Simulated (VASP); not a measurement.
# NaH (R3m) in VASP: a series of runs, part 2 of 2

VASP 6.6.1.

## Step 4: Single point, HSE06 (epitaxial 111 strain +4.8%)

Contents of POSCAR:

```
NaH
1.0
   -0.1250305024      2.5970618674      2.5970618674
    2.5970618674     -0.1250305024      2.5970618674
    2.5970618674      2.5970618674     -0.1250305024
Na H
1 1
Direct
   -0.0047037300     -0.0047037300     -0.0047037300
    0.2547037300      0.2547037300      0.2547037300
```

Contents of INCAR.step1:

```
SYSTEM = NaH
PREC = Accurate
ENCUT = 520
EDIFF = 1E-5
ISMEAR = 0
SIGMA = 0.01
LREAL = .False.
LASPH = .True.
NELM = 100
ALGO = Normal
ISIF = 2
LWAVE = .True.
LCHARG = .False.
NBANDS = 11
GGA = PE
```

Contents of INCAR.step2:

```
SYSTEM = NaH
PREC = Accurate
ENCUT = 520
EDIFF = 1E-6
ISMEAR = 0
SIGMA = 0.01
LREAL = .False.
LASPH = .True.
NELM = 100
ALGO = Normal
ISIF = 2
LWAVE = .False.
LCHARG = .False.
GGA = PE
LHFCALC = .True.
HFSCREEN = 0.2079
PRECFOCK = Normal
NBANDS = 11
ISTART = 1
```

Contents of KPOINTS:

```
Automatic mesh
0
Gamma
  6 6 6
  0 0 0
```

Potentials or basis: VASP PAW PBE potentials, release 64 (Na_pv, H).

Launch:

```console
> cat potpaw_PBE.64/Na_pv/POTCAR potpaw_PBE.64/H/POTCAR > POTCAR
> cp INCAR.step1 INCAR
> mpirun -np 1 vasp_std > vasp.out
> cp INCAR.step2 INCAR
> mpirun -np 1 vasp_std > vasp.out
```

OUTCAR:

```text
SYSTEM = NaH
   PREC = Accurate
   ENCUT = 520
   EDIFF = 1E-6
   ISMEAR = 0
   LREAL = .False.
   LASPH = .True.
   NELM = 100
   ISIF = 2
   GGA = PE
   LHFCALC = .True.
   HFSCREEN = 0.2079
   PRECFOCK = Normal
   ISTART = 1

 ion  position               nearest neighbor table
   1  0.995  0.995  0.995-
   2  0.255  0.255  0.255-

  LATTYP: Found a trigonal (rhomboedric) cell.
 ALAT       =     3.6749276609
 COS(alpha) =     0.4513339006

  Lattice vectors:

[... 529 lines left out ...]
 [... further k-points ...]

------------------------ aborting loop because EDIFF is reached ----------------------------------------

  FORCE on cell =-STRESS in cart. coord.  units (eV):
  Direction    XX          YY          ZZ          XY          YZ          ZX
  --------------------------------------------------------------------------------------
  -------------------------------------------------------------------------------------
  Total       -0.2560652     -0.2560652     -0.2560652      0.1279937      0.1279937      0.1279937
  in kB      -10.9225795    -10.9225795    -10.9225795      5.4596281      5.4596281      5.4596281
  external PRESSURE =     -10.9225795 kB  Pullay stress =       0.0000000 kB

 VOLUME and BASIS-vectors are now :
 -----------------------------------------------------------------------------
  energy-cutoff  :      520.00
  volume of cell :       37.56
      direct lattice vectors                 reciprocal lattice vectors
    -0.125030502  2.597061867  2.597061867    -0.179151661  0.188212801  0.188212801
     2.597061867 -0.125030502  2.597061867     0.188212801 -0.179151661  0.188212801
     2.597061867  2.597061867 -0.125030502     0.188212801  0.188212801 -0.179151661

 POSITION                                       TOTAL-FORCE (eV/Angst)
 -----------------------------------------------------------------------------------
      5.04525      5.04525      5.04525         0.005533      0.005533      0.005533
      1.29112      1.29112      1.29112        -0.005533     -0.005533     -0.005533
 -----------------------------------------------------------------------------------
    total drift:                                0.000009      0.000009      0.000008

  FREE ENERGIE OF THE ION-ELECTRON SYSTEM (eV)
  ---------------------------------------------------
  free  energy   TOTEN  =        -5.6364372678 eV

  energy  without entropy=       -5.6364372678  energy(sigma->0) =       -5.63643727
```

OUTCAR.step1:

```text
SYSTEM = NaH
   PREC = Accurate
   ENCUT = 520
   EDIFF = 1E-5
   ISMEAR = 0
   LREAL = .False.
   LASPH = .True.
[... 558 lines left out ...]
      5.04525      5.04525      5.04525         0.004550      0.004550      0.004550
      1.29112      1.29112      1.29112        -0.004550     -0.004550     -0.004550
 -----------------------------------------------------------------------------------
    total drift:                               -0.000020     -0.000020     -0.000021

  FREE ENERGIE OF THE ION-ELECTRON SYSTEM (eV)
  ---------------------------------------------------
  free  energy   TOTEN  =        -4.9753429905 eV

  energy  without entropy=       -4.9753429905  energy(sigma->0) =       -4.97534299
```

OSZICAR.step1:

```text
N       E                     dE             d eps       ncg     rms          rms(c)
DAV:   1     0.323629069583E+02    0.32363E+02   -0.42683E+03   707   0.723E+02
DAV:   2    -0.425021628789E+01   -0.36613E+02   -0.36040E+02   710   0.173E+02
DAV:   3    -0.550887578924E+01   -0.12587E+01   -0.12567E+01   859   0.312E+01
DAV:   4    -0.551886927203E+01   -0.99935E-02   -0.99923E-02   809   0.288E+00
DAV:   5    -0.551898111064E+01   -0.11184E-03   -0.11184E-03   791   0.321E-01    0.348E+00
DAV:   6    -0.506603247421E+01    0.45295E+00   -0.50731E-01   930   0.255E+00    0.154E+00
DAV:   7    -0.496248955990E+01    0.10354E+00   -0.45185E-01   808   0.203E+00    0.425E-01
DAV:   8    -0.497519967701E+01   -0.12710E-01   -0.23625E-02   728   0.981E-01    0.107E-01
DAV:   9    -0.497531173032E+01   -0.11205E-03   -0.28229E-03   819   0.383E-01    0.247E-02
DAV:  10    -0.497531091137E+01    0.81896E-06   -0.12204E-04   809   0.827E-02    0.772E-03
DAV:  11    -0.497534391725E+01   -0.33006E-04   -0.57752E-05   767   0.283E-02    0.891E-03
DAV:  12    -0.497534299055E+01    0.92670E-06   -0.53912E-06   803   0.855E-03
   1 F= -.49753430E+01 E0= -.49753430E+01  d E =-.214813E-12
```

Wall time 14 min (1 thread of Intel Xeon 6975P-C (Granite Rapids), shared host); peak memory 0.26 GiB.

What came out:

- Free energy: -5.6364 eV
- Pressure: -1.1 GPa
- Largest force: 0.010 eV/Å
- Band gap on the k mesh: 4.44 eV (least direct gap 5.21 eV)

Forces on the atoms (eV/Å):
```
Na   0.006  0.006  0.006
H   -0.006 -0.006 -0.006
```

Stress tensor (GPa, compression positive):
```
-1.09  0.55  0.55
 0.55 -1.09  0.55
 0.55  0.55 -1.09
```

Caveat: the cell differs from its parent crystal (epitaxial 111 strain +4.8%); the structure was generated, so it needn't be the stable form of NaH; the PAW data sets were made with another functional, which shifts forces and pressure a little. A k mesh can miss the band edges.

## Step 5: Summary

| level | k mesh | smearing | grid for exact exchange (PRECFOCK) | share of exact exchange | screening parameter | gap on the mesh (eV) | pressure (GPa) | largest force (eV/Å) |
| --- | --- | --- | --- | --- | --- | --- | --- | --- |
| PBE | 8 × 8 × 8 | fermi-dirac 0.02 eV | - | - | - | 3.44 | -0.9 | 0.01 |
| r2SCAN | 8 × 8 × 8 | gaussian 0.01 eV | - | - | - | 3.87 | -1.2 | 0.01 |
| HSE06 | 6 × 6 × 6 | gaussian 0.01 eV | Normal | 0.25 | 0.2079 1/Å | 4.44 | -1.1 | 0.01 |

Alike in all rows: task single point; potentials or basis VASP PAW PBE potentials, release 64 (Na_pv, H); no spin polarisation; cell as given; cutoff (eV) 520.

Caveats: the structure was generated, so it needn't be the stable form of NaH; the PAW data sets were made with another functional, which shifts forces and pressure a little (at least some runs).

Absolute energies hang on the potentials; compare differences alone.
